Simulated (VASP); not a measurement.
# KNb3O (P4/mmm) in VASP: a series of runs

The runs below take KNb3O through single point, relaxation of cell and atoms, with PBE.

All numbers are computed with VASP 6.6.1; they aren't measurements. Logs are shortened: lines on timing, memory, paths and dates and some standing lists are left out, and cuts for length are marked.

## Step 1: The cell of the first run

Symmetry: P4/mmm, No. 123, tetragonal system. Conventional cell: a = 3.544 Å, b = 3.544 Å, c = 7.170 Å, α = 90.00°, β = 90.00°, γ = 90.00°. K (site symmetry 4/mmm) has 4 O at 2.51 Å and 8 Nb at 3.27 Å within 3.3 Å. Nb (site symmetry 4/mmm) has 12 Nb at 2.91 to 3.54 Å and 2 K at 3.58 Å within 3.8 Å. Within 3.0 Å of Nb (site symmetry 4mm) lie 1 O at 2.11 Å and 5 Nb at 2.91 to 2.96 Å. Within 2.8 Å of O (site symmetry 4/mmm) lie 2 Nb at 2.11 Å and 4 K at 2.51 Å.

## Step 2: Single point, PBE

The input, INCAR:

```
SYSTEM = KNb3O
PREC = Accurate
ENCUT = 520
EDIFF = 1E-7
ISMEAR = 0
SIGMA = 0.2
LREAL = .FALSE.
LASPH = .TRUE.
NELM = 60
ALGO = Normal
ISIF = 2
LWAVE = .FALSE.
LCHARG = .TRUE.
GGA = PE
LELF = .TRUE.
LVHAR = .TRUE.
NBANDS = 65
```

The input, KPOINTS:

```
regular mesh
0
G
  6 6 2
  0 0 0
```

The input, POSCAR:

```
KNb3O
1.0
    3.5435106533      0.0000000000      0.0000000000
    0.0000000000      3.5435106533      0.0000000000
    0.0000000000      0.0000000000     14.3399707940
K Nb O
2 6 2
Direct
    0.5000000000      0.5000000000      0.2500000000
    0.5000000000      0.5000000000      0.7500000000
    0.5000000000      0.5000000000      0.0000000000
    0.5000000000      0.5000000000      0.5000000000
    0.0000000000      0.0000000000      0.3969283051
    0.0000000000      0.0000000000      0.8969283051
    0.0000000000      0.0000000000      0.1030716949
    0.0000000000      0.0000000000      0.6030716949
    0.0000000000      0.0000000000      0.2500000000
    0.0000000000      0.0000000000      0.7500000000
```

Potentials or basis: VASP PAW PBE potentials, release 64 (K_sv, Nb_sv, O).

Run with:

```bash
cat potpaw_PBE.64/K_sv/POTCAR potpaw_PBE.64/Nb_sv/POTCAR potpaw_PBE.64/O/POTCAR > POTCAR
mpirun -np 1 vasp_std > vasp.out
```

OUTCAR:

```text
SYSTEM = KNb3O
   PREC = Accurate
   ENCUT = 520
   EDIFF = 1E-7
   ISMEAR = 0
   LREAL = .FALSE.
   LASPH = .TRUE.
   NELM = 60
   ISIF = 2
   GGA = PE

 ion  position               nearest neighbor table
   1  0.500  0.500  0.250-   9 2.51   9 2.51   9 2.51   9 2.51   7 3.27   7 3.27   5 3.27   7 3.27
                             5 3.27   5 3.27   7 3.27   5 3.27
   2  0.500  0.500  0.750-  10 2.51  10 2.51  10 2.51  10 2.51   8 3.27   8 3.27   6 3.27   8 3.27
                             6 3.27   6 3.27   8 3.27   6 3.27
   3  0.500  0.500  0.000-   6 2.91   7 2.91   6 2.91   7 2.91   6 2.91   7 2.91   6 2.91   7 2.91

   4  0.500  0.500  0.500-   5 2.91   8 2.91   5 2.91   8 2.91   5 2.91   8 2.91   5 2.91   8 2.91

   5  0.000  0.000  0.397-   9 2.11   4 2.91   4 2.91   4 2.91   4 2.91   8 2.96   1 3.27   1 3.27
                             1 3.27   1 3.27
   6  0.000  0.000  0.897-  10 2.11   3 2.91   3 2.91   3 2.91   3 2.91   7 2.96   2 3.27   2 3.27
                             2 3.27   2 3.27
   7  0.000  0.000  0.103-   9 2.11   3 2.91   3 2.91   3 2.91   3 2.91   6 2.96   1 3.27   1 3.27
                             1 3.27   1 3.27
   8  0.000  0.000  0.603-  10 2.11   4 2.91   4 2.91   4 2.91   4 2.91   5 2.96   2 3.27   2 3.27
                             2 3.27   2 3.27
   9  0.000  0.000  0.250-   5 2.11   7 2.11   1 2.51   1 2.51   1 2.51   1 2.51
  10  0.000  0.000  0.750-   6 2.11   8 2.11   2 2.51   2 2.51   2 2.51   2 2.51

  LATTYP: Found a simple tetragonal cell.
 ALAT       =     3.5435106533
 C/A-ratio  =     4.0468259297

  Lattice vectors:

 A1 = (   3.5435106533,   0.0000000000,   0.0000000000)
 A2 = (   0.0000000000,   3.5435106533,   0.0000000000)
 A3 = (   0.0000000000,   0.0000000000,  14.3399707940)

Analysis of symmetry for initial positions (statically):
=====================================================================
 Subroutine PRICEL returns following result:

  LATTYP: Found a simple tetragonal cell.
 ALAT       =     3.5435106533
 C/A-ratio  =     2.0234129649

  Lattice vectors:

 A1 = (   3.5435106533,   0.0000000000,   0.0000000000)
 A2 = (   0.0000000000,   3.5435106533,   0.0000000000)
 A3 = (   0.0000000000,   0.0000000000,   7.1699853970)

   2 primitive cells build up your supercell.

 Routine SETGRP: Setting up the symmetry group for a
 simple tetragonal supercell.

 Subroutine GETGRP returns: Found 16 space group operations
 (whereof 16 operations were pure point group operations)
 out of a pool of 16 trial point group operations.

[... 133 lines left out ...]
   ISYM   =      2    0-nonsym 1-usesym 2-fastsym
   POTIM  = 0.5000    time-step for ionic-motion
   TEBEG  =    0.0;   TEEND  =   0.0 temperature during run
   PSTRESS=    0.0 pullay stress
   NELECT =     108.0000    total number of electrons
   NUPDOWN=      -1.0000    fix difference up-down
   EMIN   =  10.00;   EMAX   =-10.00  energy-range for DOS
   EFERMI =   0.00;   METHOD = LEGACY
   ISMEAR =     0;   SIGMA  =   0.20  broadening in eV -4-tet -1-fermi 0-gaus
   EFERMI_NEDOS =   21; number of points for ismear=-14 and -15
   IALGO  =     38    algorithm
   IMIX   =      4    mixing-type and parameters
     AMIX     =   0.40;   BMIX     =  1.00
     AMIX_MAG =   1.60;   BMIX_MAG =  1.00
  volume/ion in A,a.u.               =      18.01       121.51
  Fermi-wavevector in a.u.,A,eV,Ry     =   1.380631  2.609014 25.934621  1.906141
  Thomas-Fermi vector in A             =   2.505490
   LORBIT       =      0    0 simple, 1 ext, 2 COOP (PROOUT), +10 PAW based schemes
   GGA     = PE    functional components
   LHFCALC =     F    Hartree Fock is set to
   AEXX    =    0.0000 exact exchange contribution
   IVDW    =     0    specifies the selected vdW correction
   LEPSILON=     F    determine dielectric tensor
   LRPA    =     F    only Hartree local field effects (RPA)
 non-spin polarized calculation
 Gauss-broadening in eV      SIGMA  =   0.20
  energy-cutoff  :      520.00
  volume of cell :      180.06
 maximum number of plane-waves:      4909
 NGX is ok and might be reduce to    28

 number of electron     107.9999994 magnetization

 Free energy of the ion-electron system (eV)
  ---------------------------------------------------
  ext. energy  EPLUGINS =         0.00000000
  ---------------------------------------------------
  free energy    TOTEN  =       -76.19466155 eV

  energy without entropy =      -75.96424436  energy(sigma->0) =      -76.07945295

 E-fermi :   7.7421     XC(G=0): -11.2549

 val. band max:        7.7362074020   @ k =   0.3333   0.0000   0.0000
 cond. band min:       7.7528214167   @ k =   0.3333   0.0000   0.5000
 fundamental gap:      0.0166140148
 Fermi energy:         7.7421155550

 k-point     1 :       0.0000    0.0000    0.0000
  band No.  band energies     occupation
      1     -47.4019      2.00000
      2     -47.4012      2.00000
      3     -47.3504      2.00000
      4     -47.3497      2.00000
      5     -46.5672      2.00000
      6     -46.5671      2.00000
[... 1349 lines left out ...]
     64      10.2428      0.00000
     65      10.5985      0.00000

------------------------ aborting loop because EDIFF is reached ----------------------------------------

  FORCE on cell =-STRESS in cart. coord.  units (eV):
  Direction    XX          YY          ZZ          XY          YZ          ZX
  --------------------------------------------------------------------------------------
  -------------------------------------------------------------------------------------
  Total        0.4255250      0.4255250     -0.1540877      0.0000000      0.0000000     -0.0000000
  in kB        3.7863427      3.7863427     -1.3710801      0.0000000      0.0000000     -0.0000000
  external PRESSURE =       2.0672018 kB  Pullay stress =       0.0000000 kB

 VOLUME and BASIS-vectors are now :
 -----------------------------------------------------------------------------
  energy-cutoff  :      520.00
  volume of cell :      180.06
      direct lattice vectors                 reciprocal lattice vectors
     3.543510653  0.000000000  0.000000000     0.282206009  0.000000000  0.000000000
     0.000000000  3.543510653  0.000000000     0.000000000  0.282206009  0.000000000
     0.000000000  0.000000000 14.339970794     0.000000000  0.000000000  0.069735149

 POSITION                                       TOTAL-FORCE (eV/Angst)
 -----------------------------------------------------------------------------------
      1.77176      1.77176      3.58499        -0.000000     -0.000000     -0.000000
      1.77176      1.77176     10.75498         0.000000     -0.000000     -0.000000
      1.77176      1.77176      0.00000        -0.000000      0.000000     -0.000000
      1.77176      1.77176      7.16999        -0.000000      0.000000     -0.000000
      0.00000      0.00000      5.69194        -0.000000      0.000000      0.021510
      0.00000      0.00000     12.86193         0.000000      0.000000      0.021510
      0.00000      0.00000      1.47805        -0.000000      0.000000     -0.021510
      0.00000      0.00000      8.64803        -0.000000      0.000000     -0.021510
      0.00000      0.00000      3.58499        -0.000000      0.000000     -0.000000
      0.00000      0.00000     10.75498        -0.000000      0.000000     -0.000000
 -----------------------------------------------------------------------------------
    total drift:                                0.000000      0.000000      0.000000

  FREE ENERGIE OF THE ION-ELECTRON SYSTEM (eV)
  ---------------------------------------------------
  free  energy   TOTEN  =       -76.1946615514 eV

  energy  without entropy=      -75.9642443574  energy(sigma->0) =      -76.07945295
```

stdout:

```text
POSCAR found type information on POSCAR K NbO
 POSCAR found :  3 types and      10 ions
 scaLAPACK will be used
 LDA part: xc-table for (Slater+PW92), standard interpolation
 POSCAR, INCAR and KPOINTS ok, starting setup
 FFT: planning ... GRIDC
 FFT: planning ... GRID_SOFT
 FFT: planning ... GRID
 WAVECAR not read
 entering main loop
```

Wall time 10 min (1 thread of AMD EPYC 7R13, shared host); peak memory 0.35 GiB.

Results:

```yaml
Free_energy: -76.1947 eV
Pressure: 0.2 GPa
Largest_force: 0.022 eV/Å
Band_gap_on_the_k_mesh: zero (bands 54 and 55 overlap by 0.43 eV)
```

Forces in eV/Å, atoms in the order of the input:
```
K    0.000  0.000  0.000
K    0.000  0.000  0.000
Nb   0.000  0.000  0.000
Nb   0.000  0.000  0.000
Nb   0.000  0.000  0.022
Nb   0.000  0.000  0.022
Nb   0.000  0.000 -0.022
Nb   0.000  0.000 -0.022
O    0.000  0.000  0.000
O    0.000  0.000  0.000
```

## Step 3: Relaxation of cell and atoms, PBE

This run uses another cell than the first one: it holds 5 atoms, not 10.

The input, INCAR:

```
SYSTEM = KNb3O
  PREC = Accurate
  ENCUT = 600
  EDIFF = 1E-7
  ISMEAR = 0
  SIGMA = 0.1
  LREAL = .FALSE.
  LASPH = .TRUE.
  NELM = 100
  ALGO = Normal
  ISIF = 3
  LWAVE = .FALSE.
  LCHARG = .FALSE.
  GGA = PE
  IBRION = 2
  NSW = 90
  EDIFFG = -0.04
```

The input, KPOINTS:

```
regular mesh
0
G
  4 4 4
  0 0 0
```

The input, POSCAR:

```
KNb3O
1.0
    4.0653155700      0.0000000000      0.0000000000
    0.0000000000      4.0653155700      0.0000000000
    0.0000000000      0.0000000000      6.9094865600
K Nb O
1 3 1
Direct
    0.5000000000      0.5000000000      0.5000000000
    0.5000000000      0.5000000000      0.0000000000
    0.0000000000      0.0000000000      0.8558533600
    0.0000000000      0.0000000000      0.1441466400
    0.0000000000      0.0000000000      0.5000000000
```

Potentials or basis: VASP PAW PBE potentials, release 64 (K_sv, Nb_sv, O).

Run with:

```bash
cat potpaw_PBE.64/K_sv/POTCAR potpaw_PBE.64/Nb_sv/POTCAR potpaw_PBE.64/O/POTCAR > POTCAR
mpirun -np 1 vasp_std > vasp.out
```

It took 20 min on 1 thread of AMD EPYC 7R13, shared host; peak memory 0.26 GiB.

The run converged. Its results:

| Quantity | Value |
| --- | --- |
| Free energy | -38.2165 eV |
| Relaxed volume | 17.99 Å³/atom |
| Relaxed cell | a = 3.546 Å, b = 3.546 Å, c = 7.154 Å, α = 90.00°, β = 90.00°, γ = 90.00° |
| Space group after relaxing (to 0.1 Å) | P4/mmm (No. 123) |
| Energy gained by relaxing | 793.5 meV/atom |
| Ionic steps | 9 |
| Pressure after relaxing | -0.1 GPa |
| Largest force after relaxing | 0.033 eV/Å |
| Band gap on the k mesh | zero (bands 27 and 28 overlap by 0.84 eV) |

Forces in eV/Å, atoms in the order of the input:
```
K    0.000  0.000  0.000
Nb   0.000  0.000  0.000
Nb   0.000  0.000  0.033
Nb   0.000  0.000 -0.033
O    0.000  0.000  0.000
```

Stress tensor (GPa, compression positive):
```
-0.02  0.00  0.00
 0.00 -0.02  0.00
 0.00  0.00 -0.26
```

The path:
```csv
step,energy change (eV),largest force (eV/Å),pressure (GPa),volume (Å³)
1,0.0000,8.4706,-5.32,114.19
2,-3.4834,0.2225,-10.23,101.71
3,-3.5799,0.9366,-9.09,99.82
4,-3.6094,1.5242,13.37,82.57
5,-3.8860,1.2340,0.44,90.38
6,-3.9613,0.2075,0.58,89.35
7,-3.9668,0.0633,0.41,89.57
8,-3.9674,0.0228,-0.28,90.12
9,-3.9675,0.0334,-0.10,89.97
```

Final structure:
```yaml
crystal:
  lattice:
    - [3.54636, 0.00000, 0.00000]
    - [0.00000, 3.54636, 0.00000]
    - [0.00000, 0.00000, 7.15366]
  atoms:
    - { symbol: K, position: [0.50000, 0.50000, 0.50000] }
    - { symbol: Nb, position: [0.50000, 0.50000, 0.00000] }
    - { symbol: Nb, position: [0.00000, 0.00000, 0.79389] }
    - { symbol: Nb, position: [0.00000, 0.00000, 0.20611] }
    - { symbol: O, position: [0.00000, 0.00000, 0.50000] }
```

Levels at points of the mesh, in eV from the Fermi level:
| k point | band 24 | band 25 | band 26 | band 27 | band 28 | band 29 | band 30 | band 31 |
| --- | --- | --- | --- | --- | --- | --- | --- | --- |
| (0.00, 0.00, 0.00) | -2.07 | -0.91 | -0.30 | 0.50 | 0.50 | 0.91 | 0.91 | 1.62 |
| (0.50, 0.00, 0.00) | -1.22 | -1.19 | -0.52 | -0.50 | 0.49 | 0.66 | 1.75 | 2.32 |
| (0.50, 0.50, 0.00) | -0.86 | -0.73 | -0.59 | -0.59 | 0.44 | 0.44 | 1.75 | 2.42 |
| (0.00, 0.00, 0.50) | -1.67 | -1.09 | -0.29 | 0.13 | 0.13 | 0.74 | 0.74 | 1.57 |
| (0.50, 0.00, 0.50) | -1.59 | -1.13 | -0.27 | 0.33 | 0.55 | 1.27 | 1.96 | 2.06 |
| (0.50, 0.50, 0.50) | -1.34 | -1.19 | -0.74 | -0.74 | 1.72 | 1.72 | 2.40 | 2.45 |

Caveat: the k points lie up to 0.44 Å⁻¹ apart in the final cell, too coarse for converged energies and pressures of a metal; the volume moved by over 15 % at a fixed basis, so the end points are rough.

The gap in the log of VASP goes by the Fermi energy; the results here count the filled bands.